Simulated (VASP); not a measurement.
# H2CO in VASP: notebook, part 2 of 2

VASP 6.6.1. The steps go on from the part before.

## 3. Single point, PBE

INCAR reads:

```
SYSTEM = H2CO
PREC = Accurate
ENCUT = 520
EDIFF = 1E-6
ISMEAR = -1
SIGMA = 0.05
LREAL = Auto
LASPH = .True.
NELM = 120
ALGO = Normal
ISIF = 2
LWAVE = .False.
LCHARG = .False.
GGA = PE
NBANDS = 70
GGA_COMPAT = .False.
```

KPOINTS reads:

```
regular mesh
0
Gamma
  1 1 1
  0 0 0
```

POSCAR reads:

```
H2CO
1.0
    8.5925300000      0.0000000000      0.0000000000
    0.0000000000      8.5925300000      0.0000000000
    0.0000000000      0.0000000000      8.5925300000
O C H
8 8 16
Direct
    0.2594695625      0.4530214035      0.7883824671
    0.9378262281      0.9363132861      0.0565142048
    0.9238489711      0.4593641221      0.2362051689
    0.6577922917      0.5049851441      0.6936722944
    0.6797648655      0.0894381515      0.2525216671
    0.4681973761      0.6359477360      0.2326904881
    0.2461789485     -0.0393481315      0.7213358580
    0.6883188071      0.8682425316      0.8038261141
    0.2960943983      0.5223374256      0.6710829057
    0.9117687107      0.8064563057      0.1013322037
    0.9840058749      0.3587069233      0.1615589355
    0.6994563883      0.3989046300      0.6061427775
    0.5440074111      0.0630082176      0.2230542110
    0.5289710947      0.5176589433      0.1776659494
    0.1329643306      0.0308058279      0.7671430882
    0.6085285707      0.8562320993      0.6846877462
    0.2725739683      0.6538702803      0.6606668816
    0.3237463238      0.4609585303      0.5642459206
    0.8624467997      0.7125026040      0.0274773553
    0.9307037625      0.7664098932      0.2304210751
    1.1185296996      0.3700423507      0.1446605365
    0.9397581388      0.2528126175      0.1160542937
    0.6776700227      0.3963326285      0.4754129459
    0.7595085499      0.3008543467      0.6551970142
    0.4569317768      0.1468833976      0.1869181719
    0.4958842157     -0.0582366311      0.2295831379
    0.5523984205      0.4077844360      0.2408021852
    0.5720550292      0.5184736044      0.0452602435
    0.0565491188      0.0937093033      0.6911468450
    0.0916377365      0.0357985366      0.8939509085
    0.6309550272      0.9139101056      0.5687265567
    0.4987355296      0.7869626292      0.6893313145
```

Potentials or basis: VASP PAW PBE potentials, release 64 (O, C, H).

Started as:

```sh
$ cat potpaw_PBE.64/O/POTCAR potpaw_PBE.64/C/POTCAR potpaw_PBE.64/H/POTCAR > POTCAR
$ mpirun -np 1 vasp_gam > vasp.out
```

OUTCAR:

```text
SYSTEM = H2CO
   PREC = Accurate
   ENCUT = 520
   EDIFF = 1E-6
   ISMEAR = -1
   LREAL = Auto
   LASPH = .True.
   NELM = 120
   ISIF = 2
   GGA = PE

 ion  position               nearest neighbor table
   1  0.259  0.453  0.788-   9 1.21
   2  0.938  0.936  0.057-  10 1.20
   3  0.924  0.459  0.236-  11 1.19
   4  0.658  0.505  0.694-  12 1.23
   5  0.680  0.089  0.253-  13 1.22
   6  0.468  0.636  0.233-  14 1.24
   7  0.246  0.961  0.721-  15 1.21
   8  0.688  0.868  0.804-  16 1.24
   9  0.296  0.522  0.671-  18 1.09  17 1.15   1 1.21
  10  0.912  0.806  0.101-  19 1.11  20 1.17   2 1.20
  11  0.984  0.359  0.162-  22 1.06  21 1.17   3 1.19
  12  0.699  0.399  0.606-  24 1.07  23 1.14   4 1.23
  13  0.544  0.063  0.223-  25 1.08  26 1.12   5 1.22
  14  0.529  0.518  0.178-  27 1.11  28 1.20   6 1.24
  15  0.133  0.031  0.767-  29 1.07  30 1.15   7 1.21
  16  0.609  0.856  0.685-  32 1.12  31 1.13   8 1.24
  17  0.273  0.654  0.661-   9 1.15
  18  0.324  0.461  0.564-   9 1.09
  19  0.862  0.713  0.027-  10 1.11
  20  0.931  0.766  0.230-  10 1.17
  21  0.119  0.370  0.145-  11 1.17
[... 236 lines left out ...]
 Fermi energy:        -2.3094822845

 k-point     1 :       0.0000    0.0000    0.0000
  band No.  band energies     occupation
      1     -24.9271      2.00000
      2     -24.5889      2.00000
      3     -24.4536      2.00000
      4     -24.4217      2.00000
      5     -24.3844      2.00000
      6     -24.3375      2.00000
[... 52 lines left out ...]
     59       2.3467      0.00000
     60       2.5667      0.00000
 [bands above 60 left out]

------------------------ aborting loop because EDIFF is reached ----------------------------------------

  FORCE on cell =-STRESS in cart. coord.  units (eV):
  Direction    XX          YY          ZZ          XY          YZ          ZX
  --------------------------------------------------------------------------------------
  -------------------------------------------------------------------------------------
  Total        0.5799560      1.5014530     -4.8044512     -0.5881839     -0.7814525      0.4840020
  in kB        1.4646789      3.7919198    -12.1336426     -1.4854585     -1.9735584      1.2223471
  external PRESSURE =      -2.2923480 kB  Pullay stress =       0.0000000 kB

 VOLUME and BASIS-vectors are now :
 -----------------------------------------------------------------------------
  energy-cutoff  :      520.00
  volume of cell :      634.40
      direct lattice vectors                 reciprocal lattice vectors
     8.592530000  0.000000000  0.000000000     0.116380158  0.000000000  0.000000000
     0.000000000  8.592530000  0.000000000     0.000000000  0.116380158  0.000000000
     0.000000000  0.000000000  8.592530000     0.000000000  0.000000000  0.116380158

 POSITION                                       TOTAL-FORCE (eV/Angst)
 -----------------------------------------------------------------------------------
      2.22950      3.89260      6.77420         0.236241     -0.366601      0.570087
      8.05830      8.04530      0.48560         0.313146      0.860990     -0.253639
      7.93820      3.94710      2.02960        -1.821882      1.074168      0.850901
      5.65210      4.33910      5.96040         0.181172     -0.739927     -1.006863
      5.84090      0.76850      2.16980         0.051598      0.513921      0.109690
      4.02300      5.46440      1.99940         0.649900     -1.623442     -0.197405
[... 24 lines left out ...]
      5.42150      7.85280      4.88680         0.389696     -0.046891      0.478863
      4.28540      6.76200      5.92310         0.203685      0.092036     -0.156025
 -----------------------------------------------------------------------------------
    total drift:                               -0.027355      0.012730      0.018933

  FREE ENERGIE OF THE ION-ELECTRON SYSTEM (eV)
  ---------------------------------------------------
  free  energy   TOTEN  =      -177.2601531957 eV

  energy  without entropy=     -177.2601531956  energy(sigma->0) =     -177.26015320
```

It took 82 s on 1 thread of Intel Xeon Platinum 8259CL at 2.50GHz (Skylake/Cascade Lake), shared host; peak memory 0.53 GiB.

Results:

```
Free energy            : -177.2602 eV
Pressure               : -0.2 GPa
Largest force          : 4.167 eV/Å
Band gap on the k mesh : 2.64 eV
```

Forces on the atoms (eV/Å):
```
O    0.236 -0.367  0.570
O    0.313  0.861 -0.254
O   -1.822  1.074  0.851
O    0.181 -0.740 -1.007
O    0.052  0.514  0.110
O    0.650 -1.623 -0.197
O    0.532 -0.353 -0.177
O   -0.424  0.210 -1.591
C   -1.568  1.482  0.103
C   -0.255 -1.427  1.909
C    4.157  0.278 -0.100
C   -0.846  1.503  0.020
C    0.044 -1.751  0.177
C    0.129  1.808 -1.892
C   -0.330 -0.042  1.953
C   -0.136 -0.197  1.251
H    0.601 -0.795  0.074
H    0.644 -0.344 -0.724
H    0.013  0.089 -0.323
H   -0.057  0.553 -1.197
H   -0.987 -0.240 -0.205
H   -1.402 -1.219 -0.528
H    0.063  0.210  0.704
H    0.650 -1.065  0.286
H   -0.356  1.106 -0.272
H    0.153  0.110  0.024
H   -0.171 -0.031  0.340
H   -0.564 -0.119  1.716
H   -0.738  0.680 -1.148
H    0.646 -0.210 -0.796
H    0.390 -0.047  0.479
H    0.204  0.092 -0.156
```

Stress tensor (GPa, compression positive):
```
 0.15 -0.15  0.12
-0.15  0.38 -0.20
 0.12 -0.20 -1.21
```

Levels at points of the mesh, in eV from the valence-band top:
```
           k point  band 45  band 46  band 47  band 48  band 49  band 50  band 51  band 52
(0.00, 0.00, 0.00)    -0.45    -0.35    -0.19     0.00     2.64     2.83     2.91     3.06
```

Caveat: the k points lie up to 0.73 Å⁻¹ apart.
